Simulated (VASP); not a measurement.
# Zn2InO (P-4m2) in VASP: further runs

The runs below take Zn2InO through single point, with PBE.

All numbers are computed with VASP 6.6.1; they aren't measurements. Logs are shortened: lines on timing, memory, paths and dates and some standing lists are left out, and cuts for length are marked.

### 1 The cell of the first run

The structure is tetragonal, space group P-4m2 (No. 115). The conventional cell has a = 3.206 Å, b = 3.206 Å, c = 6.847 Å, α = 90.00°, β = 90.00°, γ = 90.00°. Zn (site symmetry 2mm) has 2 O at 2.01 Å and 2 In at 2.73 Å within 2.8 Å. Within 3.6 Å of In (site symmetry -4m2) lie 4 Zn at 2.73 Å and 4 In at 3.21 Å. O (site symmetry -4m2) has 4 Zn at 2.01 Å within 2.7 Å.

The cell was built from a structure type or drawn by symmetry, and may not be a known phase.

### 2 Single point, PBE

Input file INCAR:

```
PREC = Accurate
ENCUT = 520
EDIFF = 1E-6
ISMEAR = 0
SIGMA = 0.1
LREAL = F
LASPH = T
NELM = 80
ALGO = Normal
ISIF = 2
LWAVE = F
LCHARG = T
GGA = PE
LELF = T
LVHAR = T
NBANDS = 30
```

Input file KPOINTS:

```
Automatic mesh
0
Gamma
  14 14 8
```

Input file POSCAR:

```
Zn2InO
1.0
    3.2056880635      0.0000000000      0.0000000000
    0.0000000000      3.2056880635      0.0000000000
    0.0000000000      0.0000000000      6.8466149919
Zn In O
2 1 1
Direct
    0.5000000000      0.0000000000      0.8235642468
    0.0000000000      0.5000000000      0.1764357532
    0.5000000000      0.5000000000      0.5000000000
    0.0000000000      0.0000000000      0.0000000000
```

Potentials or basis: VASP PAW PBE potentials, release 64 (Zn, In_d, O).

Started as:

```
> cat potpaw_PBE.64/Zn/POTCAR potpaw_PBE.64/In_d/POTCAR potpaw_PBE.64/O/POTCAR > POTCAR
> mpirun -np 1 vasp_std > vasp.out
```

OUTCAR:

```text
PREC = Accurate
   ENCUT = 520
   EDIFF = 1E-6
   ISMEAR = 0
   LREAL = F
   LASPH = T
   NELM = 80
   ISIF = 2
   GGA = PE

 ion  position               nearest neighbor table
   1  0.500  0.000  0.824-   4 2.01   4 2.01   3 2.73   3 2.73
   2  0.000  0.500  0.176-   4 2.01   4 2.01   3 2.73   3 2.73
   3  0.500  0.500  0.500-   1 2.73   2 2.73   1 2.73   2 2.73
   4  0.000  0.000  0.000-   1 2.01   2 2.01   2 2.01   1 2.01

  LATTYP: Found a simple tetragonal cell.
 ALAT       =     3.2056880635
 C/A-ratio  =     2.1357708100

  Lattice vectors:

 A1 = (   3.2056880635,   0.0000000000,   0.0000000000)
 A2 = (   0.0000000000,   3.2056880635,   0.0000000000)
 A3 = (   0.0000000000,   0.0000000000,   6.8466149919)

Analysis of symmetry for initial positions (statically):
=====================================================================
 Subroutine PRICEL returns:
 Original cell was already a primitive cell.

 Routine SETGRP: Setting up the symmetry group for a
 simple tetragonal supercell.

 Subroutine GETGRP returns: Found  8 space group operations
 (whereof  8 operations were pure point group operations)
 out of a pool of 16 trial point group operations.

The static configuration has the point symmetry D_2d.

Analysis of symmetry for dynamics (positions and initial velocities):
=====================================================================
 Subroutine PRICEL returns:
 Original cell was already a primitive cell.

 Routine SETGRP: Setting up the symmetry group for a
 simple tetragonal supercell.

 Subroutine GETGRP returns: Found  8 space group operations
 (whereof  8 operations were pure point group operations)
 out of a pool of 16 trial point group operations.

The dynamic configuration has the point symmetry D_2d.

 Subroutine INISYM returns: Found  8 space group operations
 (whereof  8 operations are pure point group operations),
 and found     1 'primitive' translations

----------------------------------------------------------------------------------------

                                     Primitive cell

  volume of cell :      70.3588

  direct lattice vectors                    reciprocal lattice vectors
     3.205688063  0.000000000  0.000000000     0.311945511  0.000000000  0.000000000
     0.000000000  3.205688063  0.000000000     0.000000000  0.311945511  0.000000000
     0.000000000  0.000000000  6.846614992     0.000000000  0.000000000  0.146057578

  length of vectors
     3.205688063  3.205688063  6.846614992     0.311945511  0.311945511  0.146057578

  position of ions in fractional coordinates (direct lattice)
     0.500000000  0.000000000  0.823564247
     0.000000000  0.500000000  0.176435753
     0.500000000  0.500000000  0.500000000
     0.000000000  0.000000000  0.000000000

  ion indices of the primitive-cell ions
   primitive index   ion index
                 1           1
                 2           2
                 3           3
                 4           4

----------------------------------------------------------------------------------------

 KPOINTS: Automatic mesh

Automatic generation of k-mesh.
 Grid dimensions read from file:
 generate k-points for:   14   14    8

 Generating k-lattice:

  Cartesian coordinates                     Fractional coordinates (reciprocal lattice)
     0.022281822  0.000000000  0.000000000     0.071428571  0.000000000  0.000000000
     0.000000000  0.022281822  0.000000000     0.000000000  0.071428571  0.000000000
     0.000000000  0.000000000  0.018257197     0.000000000  0.000000000  0.125000000

  Length of vectors
     0.022281822  0.022281822  0.018257197

  Shift w.r.t. Gamma in fractional coordinates (k-lattice)
     0.000000000  0.000000000  0.000000000

 Subroutine IBZKPT returns following result:
 ===========================================

 Found    180 irreducible k-points:

 Following reciprocal coordinates:
            Coordinates               Weight
  0.000000  0.000000  0.000000      1.000000
  0.071429  0.000000  0.000000      4.000000
  0.142857  0.000000  0.000000      4.000000
  0.214286  0.000000  0.000000      4.000000
  0.285714  0.000000  0.000000      4.000000
  0.357143  0.000000  0.000000      4.000000
[... 16 lines left out ...]
  0.285714  0.214286  0.000000      8.000000
  0.357143  0.214286  0.000000      8.000000
 [... further k-points ...]
   k-points           NKPTS =    180   k-points in BZ     NKDIM =    180   number of bands    NBANDS=     30
   number of dos      NEDOS =    301   number of ions     NIONS =      4
   total plane-waves  NPLWV =  31104
   dimension x,y,z NGX =    24 NGY =   24 NGZ =   54
   dimension x,y,z NGXF=    48 NGYF=   48 NGZF=  108
   ions per type =               2   1   1
   NGX,Y,Z   is equivalent  to a cutoff of  12.45, 12.45, 13.11 a.u.
   NGXF,Y,Z  is equivalent  to a cutoff of  24.89, 24.89, 26.22 a.u.
 SYSTEM =  unknown system
   PREC   = accura    normal or accurate (medium, high low for compatibility)
   ISTART =      0    job   : 0-new  1-cont  2-samecut
   ICHARG =      2    charge: 1-file 2-atom 10-const
   ISPIN  =      1    spin polarized calculation?
   LNONCOLLINEAR =      F non collinear calculations
   LSORBIT =      F    spin-orbit coupling
   LASPH  =      T    aspherical Exc in radial PAW
   ENCUT  =  520.0 eV  38.22 Ry    6.18 a.u.   5.96  5.96 12.73*2*pi/ulx,y,z
   NELM   =     80;   NELMIN=  2; NELMDL= -5     # of ELM steps
   EDIFF  = 0.1E-05   stopping-criterion for ELM
   LREAL  =      F    real-space projection
   EDIFFG = 0.1E-04   stopping-criterion for IOM
   NSW    =      0    number of steps for IOM
   IBRION =     -1    ionic relax: 0-MD 1-quasi-New 2-CG
   NFREE  =      0    steps in history (QN), initial steepest desc. (CG)
   ISIF   =      2    stress and relaxation
   ISYM   =      2    0-nonsym 1-usesym 2-fastsym
   POTIM  = 0.5000    time-step for ionic-motion
   TEBEG  =    0.0;   TEEND  =   0.0 temperature during run
   PSTRESS=    0.0 pullay stress
   NELECT =      43.0000    total number of electrons
   NUPDOWN=      -1.0000    fix difference up-down
   EMIN   =  10.00;   EMAX   =-10.00  energy-range for DOS
   EFERMI =   0.00;   METHOD = LEGACY
   ISMEAR =     0;   SIGMA  =   0.10  broadening in eV -4-tet -1-fermi 0-gaus
   EFERMI_NEDOS =   21; number of points for ismear=-14 and -15
   IALGO  =     38    algorithm
   IMIX   =      4    mixing-type and parameters
     AMIX     =   0.40;   BMIX     =  1.00
     AMIX_MAG =   1.60;   BMIX_MAG =  1.00
  volume/ion in A,a.u.               =      17.59       118.70
  Fermi-wavevector in a.u.,A,eV,Ry     =   1.389286  2.625369 26.260798  1.930114
  Thomas-Fermi vector in A             =   2.513331
   LORBIT       =      0    0 simple, 1 ext, 2 COOP (PROOUT), +10 PAW based schemes
   GGA     = PE    functional components
   LHFCALC =     F    Hartree Fock is set to
   AEXX    =    0.0000 exact exchange contribution
   IVDW    =     0    specifies the selected vdW correction
   LEPSILON=     F    determine dielectric tensor
   LRPA    =     F    only Hartree local field effects (RPA)
 non-spin polarized calculation
 Gauss-broadening in eV      SIGMA  =   0.10
  energy-cutoff  :      520.00
  volume of cell :       70.36
 maximum number of plane-waves:      1920
 NGX is ok and might be reduce to    24
   NGX = 11   NGY = 11   NGZ = 25

 number of electron      43.0000051 magnetization

 Free energy of the ion-electron system (eV)
  ---------------------------------------------------
  ext. energy  EPLUGINS =         0.00000000
  ---------------------------------------------------
  free energy    TOTEN  =       -12.07084651 eV

  energy without entropy =      -12.06566989  energy(sigma->0) =      -12.06825820

 E-fermi :   3.9301     XC(G=0): -10.3771

 val. band max:        3.9213574696   @ k =   0.3571   0.2143   0.2500
 cond. band min:       3.9308004746   @ k =   0.4286   0.3571   0.2500
 fundamental gap:      0.0094430049
 Fermi energy:         3.9301369339

 k-point     1 :       0.0000    0.0000    0.0000
  band No.  band energies     occupation
      1     -15.1884      2.00000
      2     -10.7716      2.00000
      3     -10.5184      2.00000
      4     -10.3232      2.00000
      5     -10.3232      2.00000
      6     -10.2685      2.00000
[... 22 lines left out ...]
     29      13.3582      0.00000
     30      14.3160      0.00000

 k-point     2 :       0.0714    0.0000    0.0000
  band No.  band energies     occupation
      1     -15.1758      2.00000
      2     -10.7578      2.00000
      3     -10.5115      2.00000
      4     -10.3334      2.00000
      5     -10.3223      2.00000
      6     -10.2752      2.00000
[... 22 lines left out ...]
     29      13.5270      0.00000
     30      14.5007      0.00000

 k-point     3 :       0.1429    0.0000    0.0000
  band No.  band energies     occupation
      1     -15.1402      2.00000
      2     -10.7225      2.00000
      3     -10.4892      2.00000
      4     -10.3618      2.00000
      5     -10.3200      2.00000
      6     -10.2940      2.00000
[... 22 lines left out ...]
     29      13.6190      0.00000
     30      13.9727      0.00000

 k-point     4 :       0.2143    0.0000    0.0000
  band No.  band energies     occupation
      1     -15.0880      2.00000
      2     -10.6806      2.00000
      3     -10.4487      2.00000
      4     -10.4016      2.00000
      5     -10.3211      2.00000
      6     -10.3165      2.00000
[... 22 lines left out ...]
     29      13.9292      0.00000
     30      14.2323      0.00000

 k-point     5 :       0.2857    0.0000    0.0000
  band No.  band energies     occupation
      1     -15.0289      2.00000
      2     -10.6464      2.00000
      3     -10.4478      2.00000
      4     -10.3892      2.00000
      5     -10.3507      2.00000
      6     -10.3128      2.00000
[... 22 lines left out ...]
     29      14.3333      0.00000
     30      14.6339      0.00000
[... 526 lines left out ...]
     29      13.5243      0.00000
     30      14.1040      0.00000

 k-point    22 :       0.2143    0.2143    0.0000
  band No.  band energies     occupation
      1     -14.9937      2.00000
      2     -10.5418      2.00000
      3     -10.4238      2.00000
      4     -10.3973      2.00000
      5     -10.3878      2.00000
      6     -10.3819      2.00000
[... 22 lines left out ...]
     29      13.3009      0.00000
     30      13.3650      0.00000

 k-point    23 :       0.2857    0.2143    0.0000
  band No.  band energies     occupation
      1     -14.9384      2.00000
      2     -10.4885      2.00000
      3     -10.4359      2.00000
      4     -10.4221      2.00000
      5     -10.3867      2.00000
      6     -10.3771      2.00000
[... 22 lines left out ...]
     29      12.8977      0.00000
     30      13.7101      0.00000

 k-point    24 :       0.3571    0.2143    0.0000
  band No.  band energies     occupation
      1     -14.8878      2.00000
      2     -10.4780      2.00000
      3     -10.4618      2.00000
      4     -10.4501      2.00000
      5     -10.3824      2.00000
      6     -10.3172      2.00000
[... 22 lines left out ...]
     29      12.7531      0.00000
     30      13.4391      0.00000

 [... further k-points ...]
[... 5 lines left out ...]
  --------------------------------------------------------------------------------------
  -------------------------------------------------------------------------------------
  Total        0.1419358      0.1419358      0.1729319      0.0000000      0.0000000      0.0000000
  in kB        3.2320945      3.2320945      3.9379227      0.0000000      0.0000000      0.0000000
  external PRESSURE =       3.4673706 kB  Pullay stress =       0.0000000 kB

 VOLUME and BASIS-vectors are now :
 -----------------------------------------------------------------------------
  energy-cutoff  :      520.00
  volume of cell :       70.36
      direct lattice vectors                 reciprocal lattice vectors
     3.205688063  0.000000000  0.000000000     0.311945511  0.000000000  0.000000000
     0.000000000  3.205688063  0.000000000     0.000000000  0.311945511  0.000000000
     0.000000000  0.000000000  6.846614992     0.000000000  0.000000000  0.146057578

 POSITION                                       TOTAL-FORCE (eV/Angst)
 -----------------------------------------------------------------------------------
      1.60284      0.00000      5.63863        -0.000000      0.000000     -0.058782
      0.00000      1.60284      1.20799         0.000000      0.000000      0.058782
      1.60284      1.60284      3.42331        -0.000000      0.000000      0.000000
      0.00000      0.00000      0.00000        -0.000000     -0.000000      0.000000
 -----------------------------------------------------------------------------------
    total drift:                                0.000000      0.000000      0.000000

  FREE ENERGIE OF THE ION-ELECTRON SYSTEM (eV)
  ---------------------------------------------------
  free  energy   TOTEN  =       -12.0708465096 eV

  energy  without entropy=      -12.0656698877  energy(sigma->0) =      -12.06825820
```

Run time: 1.9 min. Hardware: 1 thread of Intel Xeon 6975P-C (Granite Rapids), shared host; peak memory 0.44 GiB.

Results:

- Free energy: -12.0708 eV
- Pressure: 0.3 GPa
- Largest force: 0.059 eV/Å
- Band gap on the k mesh: zero (an odd number of electrons rules out a gap without spin polarisation)

Forces on the atoms (eV/Å):
```
Zn   0.000  0.000 -0.059
Zn   0.000  0.000  0.059
In   0.000  0.000  0.000
O    0.000  0.000  0.000
```

Caveat: spin-orbit coupling is left out, which moves the levels of the heavy elements; an odd number of electrons without spin polarisation forces a metal; a magnetic or distorted state may lie lower.

(Part 1 of 2 ends here.)
